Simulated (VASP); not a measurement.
Wanted: the native input for a VASP 6.6.1 run.

- Task: single point
- Functional: PBE
- Potentials or basis: VASP PAW PBE potentials, release 64 (Mg, H)
- Cutoff: 520 eV
- k mesh: 4 × 5 × 1
- Occupations: gaussian, width 0.1 eV
- Spin: no spin polarisation
- Dipole correction: yes
- Further INCAR settings: ALGO = Normal; EDIFF = 1e-06; NBANDS = 20

The structure of Mg4H lies in POSCAR:

```
Mg4H
1.0
    6.4201385733      0.0000000000      0.0000000000
    0.0000000000      5.1379129567      0.0000000000
    0.0000000000      0.0000000000     21.6644777330
Mg H
8 2
Direct
    0.0000000000      0.7500000000      0.1846340378
    0.5000000000      0.7500000000      0.1846340378
    0.2500000000      0.2500000000      0.2274076137
    0.7500000000      0.2500000000      0.2274076137
    0.2500000000      0.7500000000      0.3173234500
    0.7500000000      0.7500000000      0.3173234500
    0.0000000000      0.2500000000      0.3537808678
    0.5000000000      0.2500000000      0.3537808678
    0.6059999929      0.0833333333      0.4336350891
    0.8940000071      0.0833333333      0.4336350891
```

The input as run:

INCAR

```
SYSTEM = Mg4H
  ALGO = Normal
  DIPOL = 0.5 0.5 0.303
  EDIFF = 1E-6
  ENCUT = 520
  GGA = PE
  IDIPOL = 3
  ISIF = 2
  ISMEAR = 0
  LASPH = .TRUE.
  LCHARG = .TRUE.
  LDIPOL = .TRUE.
  LELF = .TRUE.
  LREAL = .FALSE.
  LVACPOTAV = .TRUE.
  LVHAR = .TRUE.
  LWAVE = .FALSE.
  NBANDS = 20
  NELM = 60
  PREC = Accurate
  SIGMA = 0.1
```

KPOINTS

```
k-points
0
G
  4 5 1
  0 0 0
```

Potentials or basis: VASP PAW PBE potentials, release 64 (Mg, H).

The run is started by

```bash
$ cat potpaw_PBE.64/Mg/POTCAR potpaw_PBE.64/H/POTCAR > POTCAR
$ mpirun -np 1 vasp_std > vasp.out
```

Results of the run:

```
Largest force          : 1.028 eV/Å
Band gap on the k mesh : zero (band 9 reaches -1.86 eV, above the bottom of band 10 at -2.74 eV)
```

Wall time 3 min on 1 thread of AMD EPYC 7R13 Processor (Zen 3), with other jobs on the host, peak memory 0.62 GiB.
